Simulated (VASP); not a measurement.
# KMgF3 (Pm-3m) in VASP: notebook

Runs on KMgF3. Level: PBEsol. Tasks: single point, relaxation of cell and atoms.

Everything below comes from runs of VASP 6.6.1. Logs are shortened: lines on timing, memory, paths and dates and some standing lists are left out, and cuts for length are marked.

### Step 1. The cell of the first run

It takes space group Pm-3m (No. 221, cubic). The conventional cell has a = 3.992 Å, b = 3.992 Å, c = 3.992 Å, α = 90.00°, β = 90.00°, γ = 90.00°. K (site symmetry m-3m) has 12 F at 2.82 Å and 8 Mg at 3.46 Å within 3.7 Å. Mg (site symmetry m-3m) has 6 F at 2.00 Å within 2.6 Å. Within 2.6 Å of F (site symmetry 4/mmm) lie 2 Mg at 2.00 Å.

### Step 2. Single point, PBEsol

Contents of INCAR:

```
PREC = Accurate
ENCUT = 520
EDIFF = 1E-7
ISMEAR = 0
SIGMA = 0.02
LREAL = False
LASPH = True
NELM = 100
ALGO = Normal
ISIF = 2
LWAVE = False
LCHARG = False
GGA = PS
NBANDS = 24
```

Contents of KPOINTS:

```
Automatic mesh
0
Gamma
  6 6 6
```

Contents of POSCAR:

```
KMgF3
1.0
    3.9916958397      0.0000000000      0.0000000000
    0.0000000000      3.9916958397      0.0000000000
    0.0000000000      0.0000000000      3.9916958397
K Mg F
1 1 3
Direct
    0.5000000000      0.5000000000      0.5000000000
    0.0000000000      0.0000000000      0.0000000000
    0.5000000000      0.0000000000      0.0000000000
    0.0000000000      0.5000000000      0.0000000000
    0.0000000000      0.0000000000      0.5000000000
```

Potentials or basis: VASP PAW PBE potentials, release 64 (K_sv, Mg, F).

On the command line:

```
$ cat potpaw_PBE.64/K_sv/POTCAR potpaw_PBE.64/Mg/POTCAR potpaw_PBE.64/F/POTCAR > POTCAR
$ mpirun -np 1 vasp_std > vasp.out
```

OUTCAR:

```text
PREC = Accurate
   ENCUT = 520
   EDIFF = 1E-7
   ISMEAR = 0
   LREAL = False
   LASPH = True
   NELM = 100
   ISIF = 2
   GGA = PS

 ion  position               nearest neighbor table
   1  0.500  0.500  0.500-   3 2.82   4 2.82   5 2.82   3 2.82   4 2.82   3 2.82   5 2.82   3 2.82
                             4 2.82   5 2.82   4 2.82   5 2.82   2 3.46   2 3.46   2 3.46   2 3.46
   2  0.000  0.000  0.000-   3 2.00   4 2.00   5 2.00   5 2.00   4 2.00   3 2.00   1 3.46   1 3.46
                             1 3.46   1 3.46   1 3.46   1 3.46   1 3.46   1 3.46
   3  0.500  0.000  0.000-   2 2.00   2 2.00   1 2.82   1 2.82   1 2.82   1 2.82
   4  0.000  0.500  0.000-   2 2.00   2 2.00   1 2.82   1 2.82   1 2.82   1 2.82
   5  0.000  0.000  0.500-   2 2.00   2 2.00   1 2.82   1 2.82   1 2.82   1 2.82

  LATTYP: Found a simple cubic cell.
 ALAT       =     3.9916958397

  Lattice vectors:

 A1 = (   3.9916958397,   0.0000000000,   0.0000000000)
 A2 = (   0.0000000000,   3.9916958397,   0.0000000000)
 A3 = (   0.0000000000,   0.0000000000,   3.9916958397)

Analysis of symmetry for initial positions (statically):
=====================================================================
 Subroutine PRICEL returns:
 Original cell was already a primitive cell.

 Routine SETGRP: Setting up the symmetry group for a
 simple cubic supercell.

 Subroutine GETGRP returns: Found 48 space group operations
 (whereof 48 operations were pure point group operations)
 out of a pool of 48 trial point group operations.

The static configuration has the point symmetry O_h .

Analysis of symmetry for dynamics (positions and initial velocities):
=====================================================================
 Subroutine PRICEL returns:
 Original cell was already a primitive cell.

 Routine SETGRP: Setting up the symmetry group for a
 simple cubic supercell.

 Subroutine GETGRP returns: Found 48 space group operations
 (whereof 48 operations were pure point group operations)
 out of a pool of 48 trial point group operations.

The dynamic configuration has the point symmetry O_h .

 Subroutine INISYM returns: Found 48 space group operations
 (whereof 48 operations are pure point group operations),
 and found     1 'primitive' translations

----------------------------------------------------------------------------------------

                                     Primitive cell

  volume of cell :      63.6022

  direct lattice vectors                    reciprocal lattice vectors
     3.991695840  0.000000000  0.000000000     0.250520090  0.000000000  0.000000000
     0.000000000  3.991695840  0.000000000     0.000000000  0.250520090  0.000000000
     0.000000000  0.000000000  3.991695840     0.000000000  0.000000000  0.250520090

  length of vectors
     3.991695840  3.991695840  3.991695840     0.250520090  0.250520090  0.250520090

  position of ions in fractional coordinates (direct lattice)
     0.500000000  0.500000000  0.500000000
     0.000000000  0.000000000  0.000000000
     0.500000000  0.000000000  0.000000000
     0.000000000  0.500000000  0.000000000
     0.000000000  0.000000000  0.500000000

  ion indices of the primitive-cell ions
   primitive index   ion index
                 1           1
                 2           2
                 3           3
                 4           4
                 5           5

----------------------------------------------------------------------------------------

 KPOINTS: Automatic mesh

Automatic generation of k-mesh.
 Grid dimensions read from file:
 generate k-points for:    6    6    6

 Generating k-lattice:

  Cartesian coordinates                     Fractional coordinates (reciprocal lattice)
     0.041753348  0.000000000  0.000000000     0.166666667  0.000000000  0.000000000
     0.000000000  0.041753348  0.000000000     0.000000000  0.166666667  0.000000000
     0.000000000  0.000000000  0.041753348     0.000000000  0.000000000  0.166666667

  Length of vectors
     0.041753348  0.041753348  0.041753348

  Shift w.r.t. Gamma in fractional coordinates (k-lattice)
     0.000000000  0.000000000  0.000000000

 Subroutine IBZKPT returns following result:
 ===========================================

 Found     20 irreducible k-points:

 Following reciprocal coordinates:
            Coordinates               Weight
  0.000000  0.000000  0.000000      1.000000
  0.166667  0.000000  0.000000      6.000000
  0.333333  0.000000  0.000000      6.000000
  0.500000  0.000000  0.000000      3.000000
  0.166667  0.166667  0.000000     12.000000
  0.333333  0.166667  0.000000     24.000000
[... 12 lines left out ...]
  0.500000  0.500000  0.333333      6.000000
  0.500000  0.500000  0.500000      1.000000
   k-points           NKPTS =     20   k-points in BZ     NKDIM =     20   number of bands    NBANDS=     24
   number of dos      NEDOS =    301   number of ions     NIONS =      5
   total plane-waves  NPLWV =  27000
   dimension x,y,z NGX =    30 NGY =   30 NGZ =   30
   dimension x,y,z NGXF=    60 NGYF=   60 NGZF=   60
   ions per type =               1   1   3
   NGX,Y,Z   is equivalent  to a cutoff of  12.49, 12.49, 12.49 a.u.
   NGXF,Y,Z  is equivalent  to a cutoff of  24.99, 24.99, 24.99 a.u.
 SYSTEM =  unknown system
   PREC   = accura    normal or accurate (medium, high low for compatibility)
   ISTART =      0    job   : 0-new  1-cont  2-samecut
   ICHARG =      2    charge: 1-file 2-atom 10-const
   ISPIN  =      1    spin polarized calculation?
   LNONCOLLINEAR =      F non collinear calculations
   LSORBIT =      F    spin-orbit coupling
   LASPH  =      T    aspherical Exc in radial PAW
   ENCUT  =  520.0 eV  38.22 Ry    6.18 a.u.   7.42  7.42  7.42*2*pi/ulx,y,z
   NELM   =    100;   NELMIN=  2; NELMDL= -5     # of ELM steps
   EDIFF  = 0.1E-06   stopping-criterion for ELM
   LREAL  =      F    real-space projection
   EDIFFG = 0.1E-05   stopping-criterion for IOM
   NSW    =      0    number of steps for IOM
   IBRION =     -1    ionic relax: 0-MD 1-quasi-New 2-CG
   NFREE  =      0    steps in history (QN), initial steepest desc. (CG)
   ISIF   =      2    stress and relaxation
   ISYM   =      2    0-nonsym 1-usesym 2-fastsym
   POTIM  = 0.5000    time-step for ionic-motion
   TEBEG  =    0.0;   TEEND  =   0.0 temperature during run
   PSTRESS=    0.0 pullay stress
   NELECT =      32.0000    total number of electrons
   NUPDOWN=      -1.0000    fix difference up-down
   EMIN   =  10.00;   EMAX   =-10.00  energy-range for DOS
   EFERMI =   0.00;   METHOD = LEGACY
   ISMEAR =     0;   SIGMA  =   0.02  broadening in eV -4-tet -1-fermi 0-gaus
   EFERMI_NEDOS =   21; number of points for ismear=-14 and -15
   IALGO  =     38    algorithm
   IMIX   =      4    mixing-type and parameters
     AMIX     =   0.40;   BMIX     =  1.00
     AMIX_MAG =   1.60;   BMIX_MAG =  1.00
  volume/ion in A,a.u.               =      12.72        85.84
  Fermi-wavevector in a.u.,A,eV,Ry     =   1.302069  2.460554 23.067101  1.695384
  Thomas-Fermi vector in A             =   2.433161
   LORBIT       =      0    0 simple, 1 ext, 2 COOP (PROOUT), +10 PAW based schemes
   GGA     = PS    functional components
   LHFCALC =     F    Hartree Fock is set to
   AEXX    =    0.0000 exact exchange contribution
   IVDW    =     0    specifies the selected vdW correction
   LEPSILON=     F    determine dielectric tensor
   LRPA    =     F    only Hartree local field effects (RPA)
 non-spin polarized calculation
 Gauss-broadening in eV      SIGMA  =   0.02
  energy-cutoff  :      520.00
  volume of cell :       63.60
 maximum number of plane-waves:      1743
 NGX is ok and might be reduce to    30
   NGX = 15   NGY = 15   NGZ = 15

 number of electron      31.9999958 magnetization

 Free energy of the ion-electron system (eV)
  ---------------------------------------------------
  ext. energy  EPLUGINS =         0.00000000
  ---------------------------------------------------
  free energy    TOTEN  =       -25.26304662 eV

  energy without entropy =      -25.26304662  energy(sigma->0) =      -25.26304662

 E-fermi :  -1.6131     XC(G=0):  -9.9222

 val. band max:       -1.7284088399   @ k =   0.5000   0.5000   0.5000
 cond. band min:       5.3624105816   @ k =   0.0000   0.0000   0.0000
 fundamental gap:      7.0908194216
 Fermi energy:        -1.6131056229

 k-point     1 :       0.0000    0.0000    0.0000
  band No.  band energies     occupation
      1     -27.2136      2.00000
      2     -21.7281      2.00000
      3     -21.0646      2.00000
      4     -21.0646      2.00000
      5     -10.7776      2.00000
      6     -10.7776      2.00000
[... 16 lines left out ...]
     23      12.0884      0.00000
     24      14.9445      0.00000

 k-point     2 :       0.1667    0.0000    0.0000
  band No.  band energies     occupation
      1     -27.2064      2.00000
      2     -21.6980      2.00000
      3     -21.1022      2.00000
      4     -21.0620      2.00000
      5     -10.7737      2.00000
      6     -10.7633      2.00000
[... 16 lines left out ...]
     23      12.0827      0.00000
     24      14.8327      0.00000

 k-point     3 :       0.3333    0.0000    0.0000
  band No.  band energies     occupation
      1     -27.1917      2.00000
      2     -21.6234      2.00000
      3     -21.1914      2.00000
      4     -21.0574      2.00000
      5     -10.7661      2.00000
      6     -10.7343      2.00000
[... 16 lines left out ...]
     23      12.0664      0.00000
     24      14.4802      0.00000
[... 406 lines left out ...]
 k-point    19 :       0.5000    0.5000    0.3333
  band No.  band energies     occupation
      1     -27.1531      2.00000
      2     -21.2630      2.00000
      3     -21.2549      2.00000
      4     -21.2549      2.00000
      5     -10.9411      2.00000
      6     -10.9411      2.00000
[... 16 lines left out ...]
     23      12.8151      0.00000
     24      12.8151      0.00000

 k-point    20 :       0.5000    0.5000    0.5000
  band No.  band energies     occupation
      1     -27.1495      2.00000
      2     -21.2498      2.00000
      3     -21.2498      2.00000
      4     -21.2498      2.00000
      5     -10.9696      2.00000
      6     -10.9696      2.00000
[... 16 lines left out ...]
     23      13.1807      0.00000
     24      13.1807      0.00000

------------------------ aborting loop because EDIFF is reached ----------------------------------------

  FORCE on cell =-STRESS in cart. coord.  units (eV):
  Direction    XX          YY          ZZ          XY          YZ          ZX
  --------------------------------------------------------------------------------------
  -------------------------------------------------------------------------------------
  Total       -0.1564298     -0.1564298     -0.1564298      0.0000000      0.0000000      0.0000000
  in kB       -3.9405579     -3.9405579     -3.9405579      0.0000000      0.0000000      0.0000000
  external PRESSURE =      -3.9405579 kB  Pullay stress =       0.0000000 kB

 VOLUME and BASIS-vectors are now :
 -----------------------------------------------------------------------------
  energy-cutoff  :      520.00
  volume of cell :       63.60
      direct lattice vectors                 reciprocal lattice vectors
     3.991695840  0.000000000  0.000000000     0.250520090  0.000000000  0.000000000
     0.000000000  3.991695840  0.000000000     0.000000000  0.250520090  0.000000000
     0.000000000  0.000000000  3.991695840     0.000000000  0.000000000  0.250520090

 POSITION                                       TOTAL-FORCE (eV/Angst)
 -----------------------------------------------------------------------------------
      1.99585      1.99585      1.99585         0.000000      0.000000      0.000000
      0.00000      0.00000      0.00000         0.000000      0.000000      0.000000
      1.99585      0.00000      0.00000         0.000000      0.000000      0.000000
      0.00000      1.99585      0.00000         0.000000      0.000000      0.000000
      0.00000      0.00000      1.99585         0.000000      0.000000      0.000000
 -----------------------------------------------------------------------------------
    total drift:                                0.000000     -0.000000      0.000000

  FREE ENERGIE OF THE ION-ELECTRON SYSTEM (eV)
  ---------------------------------------------------
  free  energy   TOTEN  =       -25.2630466192 eV

  energy  without entropy=      -25.2630466192  energy(sigma->0) =      -25.26304662
```

Wall time 34 s (1 thread of Intel Xeon 8259CL, shared host); peak memory 0.18 GiB.

What came out:

* Free energy: -25.2630 eV
* Pressure: -0.4 GPa
* Band gap on the k mesh: 7.09 eV (least direct gap 7.42 eV)

Caveat: the PAW data sets were made with another functional, which shifts forces and pressure a little.

(Part 1 of 2 ends here.)
